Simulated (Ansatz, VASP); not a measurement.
**One calculation of Ta2Si, two programs**

```
Si Ta
1.0
    -3.08776    3.08776    2.52364
     3.08776   -3.08776    2.52364
     3.08776    3.08776   -2.52364
Si Ta
2 4
Direct
  0.25000 0.25000 0.00000
  0.75000 0.75000 0.00000
  0.66359 0.83641 0.50000
  0.83641 0.33641 0.17281
  0.33641 0.16359 0.50000
  0.16359 0.66359 0.82719
```

Alike in both runs: task relaxation of cell and atoms; functional PBEsol; k mesh 10 × 10 × 10; occupations gaussian, width 0.1 eV; no spin polarisation.

```csv
,VASP,Ansatz
version,VASP 6.6.1,Ansatz 0.2.0
potentials or method,"VASP PAW PBE potentials, release 64 (Si, Ta_pv), cutoff 500 eV","scalar-relativistic, plane waves, PAW"
valence electrons in the cell,52,60
```

```tsv
	VASP	Ansatz	Ansatz less VASP
gap on the k mesh at the Fermi level, each at its own relaxed structure (eV)	none	none	-
relaxed volume (Å³/atom)	15.83	15.82	-0.018
relaxed length of the cell vector where the two differ most in proportion (Å)	5.020	5.018	-0.0020
```

VASP's potentials were made for PBE, not for PBEsol. A gap of «none» marks a metal or a gap that the smearing closes. VASP's potentials hold 52 valence electrons a cell and Ansatz's 60, so a difference there can come from the potentials and not from the codes.

Neither program's run includes spin-orbit coupling.
